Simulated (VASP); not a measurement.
Here is a VASP 6.6.1 calculation.

Contents of INCAR:

```
SYSTEM = HfO2
PREC = Accurate
ENCUT = 520
EDIFF = 1E-7
ISMEAR = 0
SIGMA = 0.02
LREAL = .False.
LASPH = .True.
NELM = 80
ALGO = Normal
ISIF = 2
LWAVE = .False.
LCHARG = .True.
GGA = PE
LELF = .True.
LVHAR = .True.
NBANDS = 56
```

File KPOINTS:

```
regular mesh
0
Gamma
  6 6 6
  0 0 0
```

Contents of POSCAR:

```
HfO2
1.0
    5.1608408584      0.0000000000     -0.0153390581
    0.0000000000      5.2121898925      0.0000000000
   -0.8814769858      0.0000000000      5.2787237314
Hf O
4 8
Direct
    0.2757243767      0.0428613276      0.2084023821
    0.7242756233      0.5428613276      0.2915976179
    0.7242756233      0.9571386724      0.7915976179
    0.2757243767      0.4571386724      0.7084023821
    0.4491331766      0.7572235640      0.4767005038
    0.5508668234      0.2572235640      0.0232994962
    0.5508668234      0.2427764360      0.5232994962
    0.4491331766      0.7427764360      0.9767005038
    0.0672019327      0.3287421766      0.3483696689
    0.9327980673      0.8287421766      0.1516303311
    0.9327980673      0.6712578234      0.6516303311
    0.0672019327      0.1712578234      0.8483696689
```

Potentials or basis: VASP PAW PBE potentials, release 64 (Hf_pv, O).

Launch:

```bash
$ cat potpaw_PBE.64/Hf_pv/POTCAR potpaw_PBE.64/O/POTCAR > POTCAR
$ mpirun -np 1 vasp_std > vasp.out
```

(1) Estimate the largest force.

(2) Estimate the pressure.

Answers

(1) 0.081 eV/Å.

(2) -3.0 GPa.

Caveat: the cell stands under tension.
